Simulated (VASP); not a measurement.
**Al2Zn: single point with LDA**

Crystal: Al2Zn.

```
CELL_PARAMETERS angstrom
3.00006 0.00000 0.00000
-1.50003 2.59812 0.00000
0.00000 0.00000 6.75013
ATOMIC_POSITIONS crystal
Al 0.33333 0.66667 0.32822
Al 0.66667 0.33333 0.67178
Zn 0.00000 0.00000 0.00000
```

This cell differs from its parent crystal: volume 17.538 Å^3 an atom, c/a of the conventional cell 2.2500.

- Program: VASP 6.6.1
- Task: single point
- Functional: LDA
- Potentials or basis: VASP PAW LDA potentials, release 64 (Al, Zn)
- Cutoff: 520 eV
- k mesh: 18 × 18 × 8
- Occupations: gaussian, width 0.15 eV
- Spin: no spin polarisation
- Dipole correction: no
- Further INCAR settings: ALGO = Fast; EDIFF = 1e-06; NBANDS = 16

The pressure is -8.6 GPa and the largest force is 0.028 eV/Å. The band gap on the k mesh is zero (band 9 reaches 8.55 eV, above the bottom of band 10 at 3.98 eV).

Forces in eV/Å, atoms in the order of the input:
```
Al   0.000  0.000 -0.028
Al   0.000  0.000  0.028
Zn   0.000  0.000  0.000
```

Stress tensor (GPa, compression positive):
```
-8.59  0.00  0.00
 0.00 -8.59  0.00
 0.00  0.00 -8.76
```

Levels at points of the mesh, in eV from the Fermi level:
```
           k point  band 5  band 6  band 7  band 8  band 9  band 10  band 11  band 12  band 13  band 14
(0.00, 0.00, 0.00)   -7.30   -7.30   -7.16   -6.61    2.36     3.01     9.62     9.62     9.80     9.80
(0.50, 0.00, 0.00)   -7.09   -4.86   -4.52   -2.19   -1.46    -1.27    -0.71     4.86     6.37     7.08
(0.00, 0.00, 0.50)   -7.49   -7.30   -7.30   -3.25   -2.43     8.91     9.66     9.66     9.75    10.44
(0.50, 0.00, 0.50)   -7.09   -4.25   -4.17   -3.60   -3.45     1.98     2.56     2.64     2.93     5.38
```

Run time: 5.2 min on 1 thread of Oxide Virtual Turin-like Processor, on a shared host, peak memory 0.29 GiB.
